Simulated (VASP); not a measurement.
# Ir (P6_3/mmc) in VASP: notebook

Runs on Ir. Level: LDA. Tasks: single point.

All numbers are computed with VASP 6.6.1; they aren't measurements. Logs are shortened: lines on timing, memory, paths and dates and some standing lists are left out, and cuts for length are marked.

## (1) The cell of the first run

Symmetry: P6_3/mmc, No. 194, hexagonal system. The conventional cell has a = 2.592 Å, b = 2.592 Å, c = 4.203 Å, α = 90.00°, β = 90.00°, γ = 120.00°. Within 3.4 Å of Ir (site symmetry -6m2) lie 12 Ir at 2.58 to 2.59 Å.

This isn't the form of Ir at room conditions, which is fcc.

## (2) Single point, LDA, collinear spin (12.23 Å³/atom)

INCAR

```
SYSTEM = Ir
PREC     = Accurate       ! precision mode
ENCUT    = 520            ! plane-wave cutoff, eV
EDIFF    = 1E-6           ! SCF threshold, eV
ISMEAR   = 0              ! smearing method
SIGMA    = 0.15           ! smearing width, eV
LREAL    = .False.        ! projectors in reciprocal space
LASPH    = .True.         ! aspherical terms in the spheres
NELM     = 150            ! most SCF steps
ALGO     = Fast           ! electronic algorithm
ISIF     = 2              ! what is computed and relaxed
LWAVE    = .False.        ! write WAVECAR
LCHARG   = .False.        ! write CHGCAR
ISPIN    = 2              ! spin polarisation
MAGMOM   = 0.2 0.2        ! initial moments
LORBIT   = 11             ! projections on sites
NUPDOWN  = 0.4            ! fixed moment
LMAXMIX  = 4              ! l up to which the mixer works
GGA      = CA             ! functional
NBANDS   = 20             ! bands
```

KPOINTS

```
Automatic mesh
0
Gamma
  21 21 12
  0 0 0
```

POSCAR

```
Ir
1.0
    2.5924095241      0.0000000000      0.0000000000
   -1.2962047621      2.2450925049      0.0000000000
    0.0000000000      0.0000000000      4.2032925665
Ir
2
Direct
    0.6666666667      0.3333333333      0.7500000000
    0.3333333333      0.6666666667      0.2500000000
```

Potentials or basis: VASP PAW LDA potentials, release 64 (Ir).

Started as:

```console
$ cat potpaw_LDA.64/Ir/POTCAR > POTCAR
$ mpirun -np 1 vasp_std > vasp.out
```

OUTCAR:

```text
SYSTEM = Ir
   PREC = Accurate
   ENCUT = 520
   EDIFF = 1E-6
   ISMEAR = 0
   LREAL = .False.
   LASPH = .True.
   NELM = 150
   ISIF = 2
   ISPIN = 2
   LORBIT = 11
   NUPDOWN = 0.4
   GGA = CA

 ion  position               nearest neighbor table
   1  0.667  0.333  0.750-   2 2.58   2 2.58   2 2.58   2 2.58   2 2.58   2 2.58
   2  0.333  0.667  0.250-   1 2.58   1 2.58   1 2.58   1 2.58   1 2.58   1 2.58

  LATTYP: Found a hexagonal cell.
 ALAT       =     2.5924095241
 C/A-ratio  =     1.6213844794

  Lattice vectors:

 A1 = (   2.5924095241,   0.0000000000,   0.0000000000)
 A2 = (  -1.2962047621,   2.2450925049,   0.0000000000)
 A3 = (   0.0000000000,   0.0000000000,   4.2032925665)

Analysis of symmetry for initial positions (statically):
=====================================================================
 Subroutine PRICEL returns:
 Original cell was already a primitive cell.

 Routine SETGRP: Setting up the symmetry group for a
 hexagonal supercell.

 Subroutine GETGRP returns: Found 24 space group operations
 (whereof 12 operations were pure point group operations)
 out of a pool of 24 trial point group operations.

The static configuration has the point symmetry D_3d.
 The point group associated with its full space group is D_6h.

Analysis of symmetry for dynamics (positions and initial velocities):
=====================================================================
 Subroutine PRICEL returns:
 Original cell was already a primitive cell.

 Routine SETGRP: Setting up the symmetry group for a
 hexagonal supercell.

 Subroutine GETGRP returns: Found 24 space group operations
 (whereof 12 operations were pure point group operations)
 out of a pool of 24 trial point group operations.

The dynamic configuration has the point symmetry D_3d.
 The point group associated with its full space group is D_6h.

Analysis of structural, dynamic, and magnetic symmetry:
=====================================================================
 Subroutine PRICEL returns:
 Original cell was already a primitive cell.

 Routine SETGRP: Setting up the symmetry group for a
 hexagonal supercell.

 Subroutine GETGRP returns: Found 24 space group operations
 (whereof 12 operations were pure point group operations)
 out of a pool of 24 trial point group operations.

The overall configuration has the point symmetry D_3d.
 The point group associated with its full space group is D_6h.

 Subroutine INISYM returns: Found 24 space group operations
 (whereof 12 operations are pure point group operations),
 and found     1 'primitive' translations

----------------------------------------------------------------------------------------

                                     Primitive cell

  volume of cell :      24.4640

  direct lattice vectors                    reciprocal lattice vectors
     2.592409524  0.000000000  0.000000000     0.385741524  0.222707973  0.000000000
    -1.296204762  2.245092505  0.000000000     0.000000000  0.445415945  0.000000000
     0.000000000  0.000000000  4.203292567     0.000000000  0.000000000  0.237908731

  length of vectors
     2.592409524  2.592409524  4.203292567     0.445415945  0.445415945  0.237908731

  position of ions in fractional coordinates (direct lattice)
     0.666666667  0.333333333  0.750000000
     0.333333333  0.666666667  0.250000000

  ion indices of the primitive-cell ions
   primitive index   ion index
                 1           1
                 2           2

----------------------------------------------------------------------------------------

 KPOINTS: Automatic mesh

Automatic generation of k-mesh.
 Grid dimensions read from file:
 generate k-points for:   21   21   12

 Generating k-lattice:

  Cartesian coordinates                     Fractional coordinates (reciprocal lattice)
     0.018368644  0.010605142  0.000000000     0.047619048  0.000000000  0.000000000
     0.000000000  0.021210283  0.000000000     0.000000000  0.047619048  0.000000000
     0.000000000  0.000000000  0.019825728     0.000000000  0.000000000  0.083333333

  Length of vectors
     0.021210283  0.021210283  0.019825728

  Shift w.r.t. Gamma in fractional coordinates (k-lattice)
     0.000000000  0.000000000  0.000000000

 Subroutine IBZKPT returns following result:
 ===========================================

 Found    336 irreducible k-points:

 Following reciprocal coordinates:
            Coordinates               Weight
  0.000000  0.000000  0.000000      1.000000
  0.047619  0.000000  0.000000      6.000000
  0.095238  0.000000  0.000000      6.000000
  0.142857  0.000000  0.000000      6.000000
  0.190476  0.000000  0.000000      6.000000
  0.238095 -0.000000  0.000000      6.000000
[... 16 lines left out ...]
  0.142857  0.095238  0.000000     12.000000
  0.190476  0.095238  0.000000     12.000000
 [... further k-points ...]
   k-points           NKPTS =    336   k-points in BZ     NKDIM =    336   number of bands    NBANDS=     20
   number of dos      NEDOS =    301   number of ions     NIONS =      2
   total plane-waves  NPLWV =  12800
   dimension x,y,z NGX =    20 NGY =   20 NGZ =   32
   dimension x,y,z NGXF=    40 NGYF=   40 NGZF=   64
   ions per type =               2
   NGX,Y,Z   is equivalent  to a cutoff of  12.83, 12.83, 12.66 a.u.
   NGXF,Y,Z  is equivalent  to a cutoff of  25.65, 25.65, 25.31 a.u.
 SYSTEM =  Ir
   PREC   = accura    normal or accurate (medium, high low for compatibility)
   ISTART =      0    job   : 0-new  1-cont  2-samecut
   ICHARG =      2    charge: 1-file 2-atom 10-const
   ISPIN  =      2    spin polarized calculation?
   LNONCOLLINEAR =      F non collinear calculations
   LSORBIT =      F    spin-orbit coupling
   LASPH  =      T    aspherical Exc in radial PAW
   ENCUT  =  520.0 eV  38.22 Ry    6.18 a.u.   4.82  4.82  7.82*2*pi/ulx,y,z
   NELM   =    150;   NELMIN=  2; NELMDL= -5     # of ELM steps
   EDIFF  = 0.1E-05   stopping-criterion for ELM
   LREAL  =      F    real-space projection
   EDIFFG = 0.1E-04   stopping-criterion for IOM
   NSW    =      0    number of steps for IOM
   IBRION =     -1    ionic relax: 0-MD 1-quasi-New 2-CG
   NFREE  =      0    steps in history (QN), initial steepest desc. (CG)
   ISIF   =      2    stress and relaxation
   ISYM   =      2    0-nonsym 1-usesym 2-fastsym
   POTIM  = 0.5000    time-step for ionic-motion
   TEBEG  =    0.0;   TEEND  =   0.0 temperature during run
   PSTRESS=    0.0 pullay stress
   NELECT =      18.0000    total number of electrons
   NUPDOWN=       0.4000    fix difference up-down
   EMIN   =  10.00;   EMAX   =-10.00  energy-range for DOS
   EFERMI =   0.00;   METHOD = LEGACY
   ISMEAR =     0;   SIGMA  =   0.15  broadening in eV -4-tet -1-fermi 0-gaus
   EFERMI_NEDOS =   21; number of points for ismear=-14 and -15
   IALGO  =     68    algorithm
   IMIX   =      4    mixing-type and parameters
     AMIX     =   0.40;   BMIX     =  1.00
     AMIX_MAG =   1.60;   BMIX_MAG =  1.00
  volume/ion in A,a.u.               =      12.23        82.55
  Fermi-wavevector in a.u.,A,eV,Ry     =   1.477939  2.792900 29.719256  2.184304
  Thomas-Fermi vector in A             =   2.592281
   LORBIT       =     11    0 simple, 1 ext, 2 COOP (PROOUT), +10 PAW based schemes
   GGA     = CA    functional components
   LHFCALC =     F    Hartree Fock is set to
   AEXX    =    0.0000 exact exchange contribution
   IVDW    =     0    specifies the selected vdW correction
   LEPSILON=     F    determine dielectric tensor
   LRPA    =     F    only Hartree local field effects (RPA)
 spin polarized calculation
 RMM-DIIS sequential band-by-band and
 Gauss-broadening in eV      SIGMA  =   0.15
  energy-cutoff  :      520.00
  volume of cell :       24.46
 maximum number of plane-waves:       672
 NGX is ok and might be reduce to    20
   NGX =  9   NGY =  9   NGZ = 15

 number of electron      18.0000002 magnetization       0.4000000

 Free energy of the ion-electron system (eV)
  ---------------------------------------------------
  ext. energy  EPLUGINS =         0.00000000
  ---------------------------------------------------
  free energy    TOTEN  =       -19.74922825 eV

  energy without entropy =      -19.72766887  energy(sigma->0) =      -19.73844856

 E-fermi :  13.0661     XC(G=0): -14.9899

 val. band max:       13.3981668518   @ k =   0.3333   0.0000   0.4167
 cond. band min:      13.0696812084   @ k =   0.2857   0.0000   0.4167
 fundamental gap:     -0.3284856434
 Fermi energy:        13.4014474010

 spin component 1

 k-point     1 :       0.0000    0.0000    0.0000
  band No.  band energies     occupation
      1       0.3069      1.00000
      2       3.2541      1.00000
      3       8.1940      1.00000
      4       8.3007      1.00000
      5       8.3007      1.00000
      6       9.1485      1.00000
[... 12 lines left out ...]
     19      36.7924      0.00000
     20      36.8395      0.00000
[... 507 lines left out ...]
 k-point    24 :       0.1905    0.0952    0.0000
  band No.  band energies     occupation
      1       2.8002      1.00000
      2       4.9433      1.00000
      3       6.5712      1.00000
      4       6.7733      1.00000
      5       8.2315      1.00000
      6       8.4583      1.00000
[... 12 lines left out ...]
     19      35.3549      0.00000
     20      38.6314      0.00000

 [... further k-points ...]

 spin component 2

 k-point     1 :       0.0000    0.0000    0.0000
  band No.  band energies     occupation
      1       0.3654      1.00000
      2       3.3397      1.00000
      3       8.3067      1.00000
      4       8.4083      1.00000
      5       8.4083      1.00000
      6       9.2591      1.00000
[... 12 lines left out ...]
     19      36.8690      0.00000
     20      36.8874      0.00000
[... 507 lines left out ...]
 k-point    24 :       0.1905    0.0952    0.0000
  band No.  band energies     occupation
      1       2.8615      1.00000
      2       5.0351      1.00000
      3       6.6674      1.00000
      4       6.8666      1.00000
      5       8.3344      1.00000
      6       8.5678      1.00000
[... 12 lines left out ...]
     19      35.4211      0.00000
     20      38.6683      0.00000

 [... further k-points ...]

------------------------ aborting loop because EDIFF is reached ----------------------------------------

  FORCE on cell =-STRESS in cart. coord.  units (eV):
  Direction    XX          YY          ZZ          XY          YZ          ZX
  --------------------------------------------------------------------------------------
  -------------------------------------------------------------------------------------
  Total       11.4855516     11.4855516     11.7539176     -0.0000000      0.0000000      0.0000000
  in kB      752.2028446    752.2028446    769.7784602     -0.0000000      0.0000000      0.0000000
  external PRESSURE =     758.0613831 kB  Pullay stress =       0.0000000 kB

 VOLUME and BASIS-vectors are now :
 -----------------------------------------------------------------------------
  energy-cutoff  :      520.00
  volume of cell :       24.46
      direct lattice vectors                 reciprocal lattice vectors
     2.592409524  0.000000000  0.000000000     0.385741524  0.222707973  0.000000000
    -1.296204762  2.245092505  0.000000000     0.000000000  0.445415945  0.000000000
     0.000000000  0.000000000  4.203292567     0.000000000  0.000000000  0.237908731

 POSITION                                       TOTAL-FORCE (eV/Angst)
 -----------------------------------------------------------------------------------
      1.29620      0.74836      3.15247         0.000000      0.000000      0.000000
     -0.00000      1.49673      1.05082        -0.000000     -0.000000      0.000000
 -----------------------------------------------------------------------------------
    total drift:                                0.000000     -0.000000     -0.000000

  FREE ENERGIE OF THE ION-ELECTRON SYSTEM (eV)
  ---------------------------------------------------
  free  energy   TOTEN  =       -19.7492282454 eV

  energy  without entropy=      -19.7276688685  energy(sigma->0) =      -19.73844856

 total charge

# of ion       s       p       d       tot
------------------------------------------
    1        0.767   0.960   7.280   9.006
    2        0.767   0.960   7.280   9.006
--------------------------------------------------
tot          1.534   1.919  14.559  18.013

 magnetization (x)

# of ion       s       p       d       tot
------------------------------------------
    1        0.002   0.005   0.187   0.194
    2        0.002   0.005   0.187   0.194
--------------------------------------------------
tot          0.003   0.009   0.375   0.387
```

It took 2.2 min on 1 thread of Intel Xeon 6975P-C (Granite Rapids), shared host; peak memory 0.31 GiB.

Results:

| Item | Value |
| --- | --- |
| Free energy | -19.7492 eV |
| Pressure | 75.8 GPa |
| Net moment | 0.40 μB per cell |
| Site moments | Ir +0.19 μB |
| Valence electrons inside the program's atomic spheres | Ir 9.01 |

Caveat: the cell stands under pressure; spin-orbit coupling is left out, which moves the levels of the heavy elements; the total moment is fixed, so each spin has its own Fermi level and the state may be an excited one.

## (3) Single point, LDA, collinear spin (12.23 Å³/atom)

INCAR

```
  ALGO = Normal
  EDIFF = 1E-6
  ENCUT = 520
  GGA = CA
  ISIF = 2
  ISMEAR = 0
  ISPIN = 2
  LASPH = T
  LCHARG = F
  LMAXMIX = 4
  LORBIT = 11
  LREAL = F
  LWAVE = F
  MAGMOM = 0.4 0.4
  NBANDS = 20
  NELM = 150
  NUPDOWN = 0.8
  PREC = Accurate
  SIGMA = 0.15
```

KPOINTS

```
k-points
0
Gamma
  21 21 12
```

POSCAR is that of step 2.

Potentials or basis: VASP PAW LDA potentials, release 64 (Ir).

Started as:

```console
$ cat potpaw_LDA.64/Ir/POTCAR > POTCAR
$ mpirun -np 1 vasp_std > vasp.out
```

Run time: 1.9 min. Hardware: 1 thread of Intel Xeon 6975P-C (Granite Rapids), shared host; peak memory 0.31 GiB.

The run converged. Its results:

- Free energy: -19.6507 eV
- Pressure: 77.3 GPa
- Net moment: 0.80 μB per cell
- Site moments: Ir +0.39 μB
- Valence electrons inside the program's atomic spheres: Ir 9.01

Stress tensor (GPa, compression positive):
```
77.05  0.00  0.00
 0.00 77.05  0.00
 0.00  0.00 77.76
```

Caveat: the cell stands under pressure; spin-orbit coupling is left out, which moves the levels of the heavy elements; the total moment is fixed, so each spin has its own Fermi level and the state may be an excited one.

## (4) Single point, LDA, collinear spin (14.73 Å³/atom)

This run uses another cell than the first one, of 14.73 Å³/atom.

INCAR

```
SYSTEM = Ir
ALGO = Normal ; EDIFF = 1E-7
ENCUT = 520 ; ISIF = 2
ISMEAR = 0 ; ISPIN = 2
LASPH = .TRUE. ; LCHARG = .FALSE.
LMAXMIX = 4 ; LORBIT = 11
LREAL = .FALSE. ; LWAVE = .FALSE.
MAGMOM = 0.2 0.2 ; NBANDS = 20
NELM = 150 ; NUPDOWN = 0.4
PREC = Accurate ; SIGMA = 0.15
```

KPOINTS

```
k-points
0
G
  21 21 12
  0 0 0
```

POSCAR

```
Ir
1.0
    2.7583201541      0.0000000000      0.0000000000
   -1.3791600771      2.3887753253      0.0000000000
    0.0000000000      0.0000000000      4.4722974870
Ir
2
Direct
    0.6666666667      0.3333333333      0.7500000000
    0.3333333333      0.6666666667      0.2500000000
```

Started as:

```console
$ cat potpaw_LDA.64/Ir/POTCAR > POTCAR
$ mpirun -np 1 vasp_std > vasp.out
```

Run time: 9.4 min. Hardware: 1 thread of Intel Xeon 8259CL, shared host; peak memory 0.37 GiB.

The run converged. Its results:

```yaml
Free_energy: -20.3996 eV
Pressure: -17.8 GPa
Net_moment: 0.40 μB per cell
Site_moments: Ir +0.19 μB
Valence_electrons_inside_the_program's_atomic_spheres: Ir 8.28
```

Stress tensor (GPa, compression positive):
```
-17.65   0.00   0.00
  0.00 -17.65   0.00
  0.00   0.00 -18.17
```

Caveat: the cell stands under tension; spin-orbit coupling is left out, which moves the levels of the heavy elements; the total moment is fixed, so each spin has its own Fermi level and the state may be an excited one.

## (5) Overview

```csv
fixed moment (μB),cell,pressure (GPa),moment (μB)
0.4,"a = 2.592, b = 2.592, c = 4.203 Å, angles 90.0, 90.0, 120.0°, 2 atoms",75.8,0.40
0.8,"a = 2.592, b = 2.592, c = 4.203 Å, angles 90.0, 90.0, 120.0°, 2 atoms",77.3,0.80
0.4,"a = 2.758, b = 2.758, c = 4.472 Å, angles 90.0, 90.0, 120.0°, 2 atoms",-17.8,0.40
```

Alike in all rows: task single point; level LDA; potentials or basis VASP PAW LDA potentials, release 64 (Ir); spin collinear; k mesh 21 × 21 × 12; cutoff (eV) 520; smearing gaussian 0.15 eV.

Caveats: spin-orbit coupling is left out, which moves the levels of the heavy elements; the total moment is fixed, so each spin has its own Fermi level and the state may be an excited one; the cell stands under pressure (at least some runs); the cell stands under tension (at least some runs).

Total energies depend on the potentials used, so only differences within one code and one set of settings carry meaning.
